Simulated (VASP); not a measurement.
# Pb: single point with PBE

Pb:

```xyz
1
Lattice="0.0000 2.5166 2.5166 2.5166 0.0000 2.5166 2.5166 2.5166 0.0000" Properties=species:S:1:pos:R:3 pbc="T T T"
Pb    0.0000    0.0000    0.0000
```

| Item | Value |
| --- | --- |
| Program | VASP 6.6.1 |
| Task | single point |
| Functional | PBE |
| Potentials or basis | VASP PAW PBE potentials, release 64 (Pb_d) |
| Cutoff | 520 eV |
| k mesh | 9 × 9 × 9 |
| Occupations | fermi-dirac, width 0.05 eV |
| Spin | no spin polarisation |
| Dipole correction | no |
| Further INCAR settings | ALGO = Fast; EDIFF = 1e-07; NBANDS = 13 |

| Property | Result |
| --- | --- |
| Pressure | -0.1 GPa |
| Band gap on the k mesh | zero (band 7 reaches 13.76 eV, above the bottom of band 8 at 5.29 eV) |

Levels at points of the mesh, in eV from the Fermi level:
| k point | band 5 | band 6 | band 7 | band 8 | band 9 | band 10 |
| --- | --- | --- | --- | --- | --- | --- |
| (0.00, 0.00, 0.00) | -16.80 | -11.30 | 7.15 | 7.15 | 7.15 | 9.85 |

It took 11 s on 1 thread of Intel Xeon 6975P-C, with other jobs on the host, peak memory 0.15 GiB.

Caveat: spin-orbit coupling is left out, which moves the levels of the heavy elements.
